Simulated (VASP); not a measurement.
# MoS2 (P6_3/mmc) in VASP: notebook

The runs below take MoS2 through single point, with PBE.

All numbers are computed with VASP 6.6.1; they aren't measurements. Logs are shortened: lines on timing, memory, paths and dates and some standing lists are left out, and cuts for length are marked.

## Step 1: The cell of the first run

Symmetry: P6_3/mmc, No. 194, hexagonal system. The conventional cell has a = 2.783 Å, b = 2.783 Å, c = 10.185 Å, α = 90.00°, β = 90.00°, γ = 120.00°. Mo (site symmetry -6m2) has 6 S at 2.27 Å and 6 Mo at 2.78 Å within 3.0 Å. Within 3.0 Å of S (site symmetry 3m) lie 3 Mo at 2.27 Å and 9 S at 2.48 to 2.78 Å.

## Step 2: Single point, PBE

INCAR

```
SYSTEM = MoS2
  PREC = Accurate
  ENCUT = 520
  EDIFF = 1E-6
  ISMEAR = 0
  SIGMA = 0.1
  LREAL = .FALSE.
  LASPH = .TRUE.
  NELM = 60
  ALGO = Normal
  ISIF = 2
  LWAVE = .FALSE.
  LCHARG = .FALSE.
  GGA = PE
  NBANDS = 35
```

KPOINTS

```
regular mesh
0
G
  12 12 4
  0 0 0
```

POSCAR

```
MoS2
1.0
    2.7827654505      0.0000000000      0.0000000000
   -1.3913827253      2.4099455729      0.0000000000
    0.0000000000      0.0000000000     10.1850734934
Mo S
2 4
Direct
    0.6666666667      0.3333333333      0.2500000000
    0.3333333333      0.6666666667      0.7500000000
    0.6666666667      0.3333333333      0.5924993014
    0.3333333333      0.6666666667      0.4075006986
    0.6666666667      0.3333333333      0.9075006986
    0.3333333333      0.6666666667      0.0924993014
```

Potentials or basis: VASP PAW PBE potentials, release 64 (Mo_sv, S).

Launch:

```console
cat potpaw_PBE.64/Mo_sv/POTCAR potpaw_PBE.64/S/POTCAR > POTCAR
mpirun -np 1 vasp_std > vasp.out
```

OUTCAR:

```text
SYSTEM = MoS2
   PREC = Accurate
   ENCUT = 520
   EDIFF = 1E-6
   ISMEAR = 0
   LREAL = .FALSE.
   LASPH = .TRUE.
   NELM = 60
   ISIF = 2
   GGA = PE

 ion  position               nearest neighbor table
   1  0.667  0.333  0.250-   4 2.27   6 2.27   4 2.27   6 2.27   4 2.27   6 2.27
   2  0.333  0.667  0.750-   3 2.27   5 2.27   3 2.27   5 2.27   3 2.27   5 2.27
   3  0.667  0.333  0.592-   2 2.27   2 2.27   2 2.27   4 2.48   4 2.48   4 2.48
   4  0.333  0.667  0.408-   1 2.27   1 2.27   1 2.27   3 2.48   3 2.48   3 2.48
   5  0.667  0.333  0.908-   2 2.27   2 2.27   2 2.27   6 2.48   6 2.48   6 2.48
   6  0.333  0.667  0.092-   1 2.27   1 2.27   1 2.27   5 2.48   5 2.48   5 2.48

  LATTYP: Found a hexagonal cell.
 ALAT       =     2.7827654505
 C/A-ratio  =     3.6600546020

  Lattice vectors:

 A1 = (   2.7827654505,   0.0000000000,   0.0000000000)
 A2 = (  -1.3913827253,   2.4099455729,   0.0000000000)
 A3 = (   0.0000000000,   0.0000000000,  10.1850734934)

Analysis of symmetry for initial positions (statically):
=====================================================================
 Subroutine PRICEL returns:
 Original cell was already a primitive cell.

 Routine SETGRP: Setting up the symmetry group for a
 hexagonal supercell.

 Subroutine GETGRP returns: Found 24 space group operations
 (whereof 12 operations were pure point group operations)
 out of a pool of 24 trial point group operations.

The static configuration has the point symmetry D_3d.
 The point group associated with its full space group is D_6h.

Analysis of symmetry for dynamics (positions and initial velocities):
=====================================================================
 Subroutine PRICEL returns:
 Original cell was already a primitive cell.

 Routine SETGRP: Setting up the symmetry group for a
 hexagonal supercell.

 Subroutine GETGRP returns: Found 24 space group operations
 (whereof 12 operations were pure point group operations)
 out of a pool of 24 trial point group operations.

The dynamic configuration has the point symmetry D_3d.
 The point group associated with its full space group is D_6h.

 Subroutine INISYM returns: Found 24 space group operations
 (whereof 12 operations are pure point group operations),
 and found     1 'primitive' translations

----------------------------------------------------------------------------------------

                                     Primitive cell

  volume of cell :      68.3043

  direct lattice vectors                    reciprocal lattice vectors
[... 100 lines left out ...]
   NFREE  =      0    steps in history (QN), initial steepest desc. (CG)
   ISIF   =      2    stress and relaxation
   ISYM   =      2    0-nonsym 1-usesym 2-fastsym
   POTIM  = 0.5000    time-step for ionic-motion
   TEBEG  =    0.0;   TEEND  =   0.0 temperature during run
   PSTRESS=    0.0 pullay stress
   NELECT =      52.0000    total number of electrons
   NUPDOWN=      -1.0000    fix difference up-down
   EMIN   =  10.00;   EMAX   =-10.00  energy-range for DOS
   EFERMI =   0.00;   METHOD = LEGACY
   ISMEAR =     0;   SIGMA  =   0.10  broadening in eV -4-tet -1-fermi 0-gaus
   EFERMI_NEDOS =   21; number of points for ismear=-14 and -15
   IALGO  =     38    algorithm
   IMIX   =      4    mixing-type and parameters
     AMIX     =   0.40;   BMIX     =  1.00
     AMIX_MAG =   1.60;   BMIX_MAG =  1.00
  volume/ion in A,a.u.               =      11.38        76.82
  Fermi-wavevector in a.u.,A,eV,Ry     =   1.494835  2.824829 30.402652  2.234532
  Thomas-Fermi vector in A             =   2.607057
   LORBIT       =      0    0 simple, 1 ext, 2 COOP (PROOUT), +10 PAW based schemes
   GGA     = PE    functional components
   LHFCALC =     F    Hartree Fock is set to
   AEXX    =    0.0000 exact exchange contribution
   IVDW    =     0    specifies the selected vdW correction
   LEPSILON=     F    determine dielectric tensor
   LRPA    =     F    only Hartree local field effects (RPA)
 non-spin polarized calculation
 Gauss-broadening in eV      SIGMA  =   0.10
  energy-cutoff  :      520.00
  volume of cell :       68.30
 maximum number of plane-waves:      1856
 NGX is ok and might be reduce to    24
   NGX = 11   NGY = 11   NGZ = 37

 number of electron      51.9999997 magnetization

 Free energy of the ion-electron system (eV)
  ---------------------------------------------------
  ext. energy  EPLUGINS =         0.00000000
  ---------------------------------------------------
  free energy    TOTEN  =       -36.23349799 eV

  energy without entropy =      -36.22978108  energy(sigma->0) =      -36.23163954

 E-fermi :  14.9655     XC(G=0): -13.5154

 val. band max:       14.9266653322   @ k =   0.2500   0.1667   0.0000
 cond. band min:      14.9924075405   @ k =   0.4167   0.1667   0.0000
 fundamental gap:      0.0657422083
 Fermi energy:        14.9655181690

 k-point     1 :       0.0000    0.0000    0.0000
  band No.  band energies     occupation
      1     -46.4929      2.00000
      2     -46.4928      2.00000
      3     -21.0215      2.00000
      4     -21.0141      2.00000
      5     -20.0575      2.00000
      6     -20.0575      2.00000
[... 901 lines left out ...]
     34      19.9929      0.00000
     35      20.2650      0.00000

 [... further k-points ...]

------------------------ aborting loop because EDIFF is reached ----------------------------------------

  FORCE on cell =-STRESS in cart. coord.  units (eV):
  Direction    XX          YY          ZZ          XY          YZ          ZX
  --------------------------------------------------------------------------------------
  -------------------------------------------------------------------------------------
  Total       38.3192053     38.3192053     38.2440095     -0.0000000      0.0000000      0.0000000
  in kB      898.8331304    898.8331304    897.0693016     -0.0000000      0.0000000      0.0000000
  external PRESSURE =     898.2451875 kB  Pullay stress =       0.0000000 kB

 VOLUME and BASIS-vectors are now :
 -----------------------------------------------------------------------------
  energy-cutoff  :      520.00
  volume of cell :       68.30
      direct lattice vectors                 reciprocal lattice vectors
     2.782765450  0.000000000  0.000000000     0.359354756  0.207473565  0.000000000
    -1.391382725  2.409945573  0.000000000     0.000000000  0.414947130  0.000000000
     0.000000000  0.000000000 10.185073493     0.000000000  0.000000000  0.098182895

 POSITION                                       TOTAL-FORCE (eV/Angst)
 -----------------------------------------------------------------------------------
      1.39138      0.80332      2.54627         0.000000     -0.000000      0.000000
     -0.00000      1.60663      7.63881        -0.000000      0.000000      0.000000
      1.39138      0.80332      6.03465        -0.000000      0.000000      0.041098
     -0.00000      1.60663      4.15042        -0.000000      0.000000     -0.041098
      1.39138      0.80332      9.24296        -0.000000     -0.000000     -0.041098
     -0.00000      1.60663      0.94211         0.000000      0.000000      0.041098
 -----------------------------------------------------------------------------------
    total drift:                               -0.000000      0.000000     -0.000000

  FREE ENERGIE OF THE ION-ELECTRON SYSTEM (eV)
  ---------------------------------------------------
  free  energy   TOTEN  =       -36.2334979900 eV

  energy  without entropy=      -36.2297810817  energy(sigma->0) =      -36.23163954
```

OSZICAR:

```text
N       E                     dE             d eps       ncg     rms          rms(c)
DAV:   1     0.491221571681E+03    0.49122E+03   -0.30022E+04  4006   0.150E+03
DAV:   2    -0.143975690749E+02   -0.50562E+03   -0.48996E+03  4606   0.415E+02
DAV:   3    -0.376401183228E+02   -0.23243E+02   -0.22689E+02  4917   0.824E+01
DAV:   4    -0.380074048102E+02   -0.36729E+00   -0.36612E+00  4790   0.102E+01
DAV:   5    -0.380119530849E+02   -0.45483E-02   -0.45467E-02  4709   0.116E+00    0.581E+01
DAV:   6    -0.364568153409E+02    0.15551E+01   -0.38740E+00  4680   0.125E+01    0.250E+01
DAV:   7    -0.363729132679E+02    0.83902E-01   -0.19782E+00  4624   0.677E+00    0.843E+00
DAV:   8    -0.362579246307E+02    0.11499E+00   -0.10025E+00  4500   0.601E+00    0.463E+00
DAV:   9    -0.362508387151E+02    0.70859E-02   -0.57544E-02  4710   0.123E+00    0.255E+00
DAV:  10    -0.362333365341E+02    0.17502E-01   -0.62755E-02  4538   0.160E+00    0.100E+00
DAV:  11    -0.362335782648E+02   -0.24173E-03   -0.32918E-03  4417   0.326E-01    0.543E-01
DAV:  12    -0.362335222661E+02    0.55999E-04   -0.24042E-04  4746   0.783E-02    0.355E-01
DAV:  13    -0.362335016149E+02    0.20651E-04   -0.72638E-05  4449   0.460E-02    0.793E-02
DAV:  14    -0.362334994905E+02    0.21243E-05   -0.47737E-06  4191   0.104E-02    0.635E-02
DAV:  15    -0.362334980950E+02    0.13956E-05   -0.18441E-06  2972   0.939E-03    0.256E-02
DAV:  16    -0.362334979900E+02    0.10495E-06   -0.51357E-07  2357   0.368E-03
   1 F= -.36233498E+02 E0= -.36231640E+02  d E =-.371691E-02
```

stdout:

```text
POSCAR found type information on POSCAR MoS
 POSCAR found :  2 types and       6 ions
 scaLAPACK will be used
 LDA part: xc-table for (Slater+PW92), standard interpolation
 POSCAR, INCAR and KPOINTS ok, starting setup
 FFT: planning ... GRIDC
 FFT: planning ... GRID_SOFT
 FFT: planning ... GRID
 WAVECAR not read
 entering main loop
```

It took 2.8 min on 1 thread of Intel Xeon 6975P-C, shared host; peak memory 0.26 GiB.

What came out:

```
Free energy            : -36.2335 eV
Pressure               : 89.8 GPa
Largest force          : 0.041 eV/Å
Band gap on the k mesh : zero (band 26 reaches 16.12 eV, above the bottom of band 27 at 14.21 eV)
```

Forces on the atoms (eV/Å):
```
Mo   0.000  0.000  0.000
Mo   0.000  0.000  0.000
S    0.000  0.000  0.041
S    0.000  0.000 -0.041
S    0.000  0.000 -0.041
S    0.000  0.000  0.041
```

## Step 3: Single point, PBE

This run uses another cell than the first one, of 12.89 Å³/atom, 1.132 times its volume.

INCAR

```
PREC     = Accurate       # precision mode
ENCUT    = 520            # plane-wave cutoff, eV
EDIFF    = 1E-6           # SCF threshold, eV
ISMEAR   = 0              # smearing method
SIGMA    = 0.1            # smearing width, eV
LREAL    = F              # projectors in reciprocal space
LASPH    = T              # aspherical terms in the spheres
NELM     = 80             # most SCF steps
ALGO     = Normal         # electronic algorithm
ISIF     = 2              # what is computed and relaxed
LWAVE    = F              # write WAVECAR
LCHARG   = F              # write CHGCAR
GGA      = PE             # functional
NBANDS   = 35             # bands
```

KPOINTS

```
Automatic mesh
0
Gamma
  12 12 4
```

POSCAR

```
MoS2
1.0
    2.9104832954      0.0000000000      0.0000000000
   -1.4552416477      2.5205524711      0.0000000000
    0.0000000000      0.0000000000     10.5422555629
Mo S
2 4
Direct
    0.6666666667      0.3333333333      0.2500000000
    0.3333333333      0.6666666667      0.7500000000
    0.6666666667      0.3333333333      0.5994178946
    0.3333333333      0.6666666667      0.4005821054
    0.6666666667      0.3333333333      0.9005821054
    0.3333333333      0.6666666667      0.0994178946
```

Potentials or basis: VASP PAW PBE potentials, release 64 (Mo_sv, S).

Launch:

```console
cat potpaw_PBE.64/Mo_sv/POTCAR potpaw_PBE.64/S/POTCAR > POTCAR
mpirun -np 1 vasp_std > vasp.out
```

It took 2.4 min on 1 thread of Intel Xeon 6975P-C, shared host; peak memory 0.28 GiB.

It converged, with:

* Free energy: -40.0765 eV
* Pressure: 49.8 GPa
* Largest force: 0.041 eV/Å
* Band gap on the k mesh: zero (band 26 reaches 13.24 eV, above the bottom of band 27 at 12.51 eV)

Forces on the atoms (eV/Å):
```
Mo   0.000  0.000  0.000
Mo   0.000  0.000  0.000
S    0.000  0.000  0.041
S    0.000  0.000 -0.041
S    0.000  0.000 -0.041
S    0.000  0.000  0.041
```

Stress tensor (GPa, compression positive):
```
49.80  0.00  0.00
 0.00 49.80  0.00
 0.00  0.00 49.70
```

Levels at points of the mesh, in eV from the Fermi level:
```
           k point  band 22  band 23  band 24  band 25  band 26  band 27  band 28  band 29  band 30  band 31
(0.00, 0.00, 0.00)    -2.37    -2.00    -2.00     0.22     0.51     1.75     1.75     2.18     2.18     2.36
(0.50, 0.00, 0.00)    -3.03    -2.52    -2.18    -1.88    -0.99     1.90     2.27     2.44     2.52     2.83
(0.00, 0.00, 0.50)    -2.19    -2.19    -2.19     0.42     0.42     1.99     1.99     1.99     1.99     2.64
(0.50, 0.00, 0.50)    -3.68    -1.99    -1.99    -1.78    -1.78     2.29     2.29     2.60     2.60     3.58
```

## Step 4: Single point, PBE

This run uses another cell than the first one, of 14.45 Å³/atom, 1.269 times its volume.

INCAR

```
SYSTEM = MoS2
PREC = Accurate ; ENCUT = 520
EDIFF = 1E-6 ; ISMEAR = 0
SIGMA = 0.02 ; LREAL = .False.
LASPH = .True. ; NELM = 100
ALGO = Normal ; ISIF = 2
LWAVE = .False. ; LCHARG = .True.
GGA = PE ; LELF = .True.
LVHAR = .True. ; NBANDS = 35
```

KPOINTS

```
regular mesh
0
Gamma
  12 12 4
  0 0 0
```

POSCAR

```
MoS2
1.0
    3.0187053737      0.0000000000      0.0000000000
   -1.5093526868      2.6142755402      0.0000000000
    0.0000000000      0.0000000000     10.9835377877
Mo S
2 4
Direct
    0.6666666667      0.3333333333      0.2500000000
    0.3333333333      0.6666666667      0.7500000000
    0.6666666667      0.3333333333      0.6064545630
    0.3333333333      0.6666666667      0.3935454370
    0.6666666667      0.3333333333      0.8935454370
    0.3333333333      0.6666666667      0.1064545630
```

Launch:

```console
cat potpaw_PBE.64/Mo_sv/POTCAR potpaw_PBE.64/S/POTCAR > POTCAR
mpirun -np 1 vasp_std > vasp.out
```

Wall time 2.9 min (1 thread of Intel Xeon 6975P-C, shared host); peak memory 0.29 GiB.

It converged, with:

```yaml
Free_energy: -42.2041 eV
Pressure: 24.8 GPa
Largest_force: 0.026 eV/Å
```

Forces on the atoms (eV/Å):
```
Mo   0.000  0.000  0.000
Mo   0.000  0.000  0.000
S    0.000  0.000  0.026
S    0.000  0.000 -0.026
S    0.000  0.000 -0.026
S    0.000  0.000  0.026
```

Levels at points of the mesh, in eV from the Fermi level:
| k point | band 24 | band 25 | band 26 | band 27 | band 28 | band 29 |
| --- | --- | --- | --- | --- | --- | --- |
| (0.00, 0.00, 0.00) | -2.26 | -0.56 | -0.01 | 1.71 | 1.71 | 1.86 |
| (0.50, 0.00, 0.00) | -2.20 | -1.87 | -1.53 | 1.64 | 1.71 | 1.77 |
| (0.00, 0.00, 0.50) | -2.49 | -0.18 | -0.18 | 1.79 | 1.79 | 1.79 |
| (0.50, 0.00, 0.50) | -2.00 | -1.98 | -1.98 | 1.67 | 1.67 | 2.16 |

## Step 5: Single point, PBE

This run uses another cell than the first one, of 17.39 Å³/atom, 1.528 times its volume.

INCAR

```
SYSTEM = MoS2
  PREC = Accurate
  ENCUT = 520
  EDIFF = 1E-6
  ISMEAR = 0
  SIGMA = 0.02
  LREAL = .False.
  LASPH = .True.
  NELM = 80
  ALGO = Normal
  ISIF = 2
  LWAVE = .False.
  LCHARG = .True.
  GGA = PE
  LELF = .True.
  LVHAR = .True.
  NBANDS = 35
```

KPOINTS

```
regular mesh
0
Gamma
  12 12 2
  0 0 0
```

POSCAR

```
MoS2
1.0
    3.1510455497      0.0000000000      0.0000000000
   -1.5755227748      2.7288854945      0.0000000000
    0.0000000000      0.0000000000     12.1343089416
Mo S
2 4
Direct
    0.6666666667      0.3333333333      0.2500000000
    0.3333333333      0.6666666667      0.7500000000
    0.6666666667      0.3333333333      0.6209743383
    0.3333333333      0.6666666667      0.3790256617
    0.6666666667      0.3333333333      0.8790256617
    0.3333333333      0.6666666667      0.1209743383
```

Launch:

```console
cat potpaw_PBE.64/Mo_sv/POTCAR potpaw_PBE.64/S/POTCAR > POTCAR
mpirun -np 1 vasp_std > vasp.out
```

Run time: 2.5 min. Hardware: 1 thread of Intel Xeon 6975P-C, shared host; peak memory 0.28 GiB.

It converged, with:

- Free energy: -43.5577 eV
- Pressure: 3.8 GPa
- Largest force: 0.015 eV/Å
- Band gap on the k mesh: 0.82 eV, indirect (least direct gap 1.70 eV)

Forces in eV/Å, atoms in the order of the input:
```
Mo   0.000  0.000  0.000
Mo   0.000  0.000  0.000
S    0.000  0.000  0.015
S    0.000  0.000 -0.015
S    0.000  0.000 -0.015
S    0.000  0.000  0.015
```

Levels at points of the mesh, in eV from the valence-band top:
```tsv
k point	band 24	band 25	band 26	band 27	band 28	band 29
(0.00, 0.00, 0.00)	-1.25	-1.13	0.00	2.10	2.10	2.14
(0.50, 0.00, 0.00)	-1.52	-1.47	-1.32	1.63	1.68	2.01
(0.00, 0.00, 0.50)	-2.17	-0.27	-0.27	2.11	2.11	2.11
(0.50, 0.00, 0.50)	-1.64	-1.38	-1.38	1.65	1.65	2.17
```

Caveat: this functional lacks dispersion, which binds the layers, so the pressure and a relaxed spacing across them are unreliable. As with any semilocal functional, this PBE gap is likely too small.

## Step 6: Single point, PBE

This run uses another cell than the first one, of 17.39 Å³/atom, 1.528 times its volume.

INCAR

```
ALGO = Normal
EDIFF = 1E-6
ENCUT = 520
GGA = PE
ISIF = 2
ISMEAR = 0
LASPH = True
LCHARG = False
LREAL = False
LWAVE = False
NBANDS = 35
NELM = 80
PREC = Accurate
SIGMA = 0.02
```

KPOINTS

```
k-points
0
Gamma
  12 12 2
```

POSCAR is that of step 5.

Potentials or basis: VASP PAW PBE potentials, release 64 (Mo_sv, S).

Launch:

```console
cat potpaw_PBE.64/Mo_sv/POTCAR potpaw_PBE.64/S/POTCAR > POTCAR
mpirun -np 1 vasp_std > vasp.out
```

It took 2.4 min on 1 thread of Intel Xeon 6975P-C, shared host; peak memory 0.28 GiB.

The run converged. Its results:

```yaml
Free_energy: -43.5577 eV
Pressure: 3.8 GPa
Largest_force: 0.015 eV/Å
Band_gap_on_the_k_mesh: 0.82 eV, indirect (least direct gap 1.70 eV)
```

Forces on the atoms (eV/Å):
```
Mo   0.000  0.000  0.000
Mo   0.000  0.000  0.000
S    0.000  0.000  0.015
S    0.000  0.000 -0.015
S    0.000  0.000 -0.015
S    0.000  0.000  0.015
```

Levels at points of the mesh, in eV from the valence-band top:
```csv
k point,band 22,band 23,band 24,band 25,band 26,band 27,band 28,band 29,band 30,band 31
"(0.00, 0.00, 0.00)",-2.14,-2.14,-1.25,-1.13,0.00,2.10,2.10,2.14,2.14,2.25
"(0.50, 0.00, 0.00)",-2.54,-1.76,-1.52,-1.47,-1.32,1.63,1.68,2.01,2.31,2.84
"(0.00, 0.00, 0.50)",-2.17,-2.17,-2.17,-0.27,-0.27,2.11,2.11,2.11,2.11,2.37
"(0.50, 0.00, 0.50)",-2.72,-1.64,-1.64,-1.38,-1.38,1.65,1.65,2.17,2.17,3.23
```

Caveat: this functional lacks dispersion, which binds the layers, so the pressure and a relaxed spacing across them are unreliable. PBE gaps usually lie below the measured ones, often by a third to a half.

## Step 7: Summary

```csv
cell,k mesh,smearing,gap on the mesh (eV),pressure (GPa),largest force (eV/Å)
"a = 2.783, b = 2.783, c = 10.185 Å, angles 90.0, 90.0, 120.0°, 6 atoms",12 × 12 × 4,gaussian 0.1 eV,none,89.8,0.04
"a = 2.910, b = 2.910, c = 10.542 Å, angles 90.0, 90.0, 120.0°, 6 atoms",12 × 12 × 4,gaussian 0.1 eV,none,49.8,0.04
"a = 3.019, b = 3.019, c = 10.984 Å, angles 90.0, 90.0, 120.0°, 6 atoms",12 × 12 × 4,gaussian 0.02 eV,-,24.8,0.03
"a = 3.151, b = 3.151, c = 12.134 Å, angles 90.0, 90.0, 120.0°, 6 atoms",12 × 12 × 2,gaussian 0.02 eV,0.82,3.8,0.02
```

Alike in all rows: task single point; level PBE; potentials or basis VASP PAW PBE potentials, release 64 (Mo_sv, S); no spin polarisation; cutoff (eV) 520.

Caveats: this functional lacks dispersion, which binds the layers, so the pressure and a relaxed spacing across them are unreliable (some runs).

Absolute energies hang on the potentials; compare differences alone.
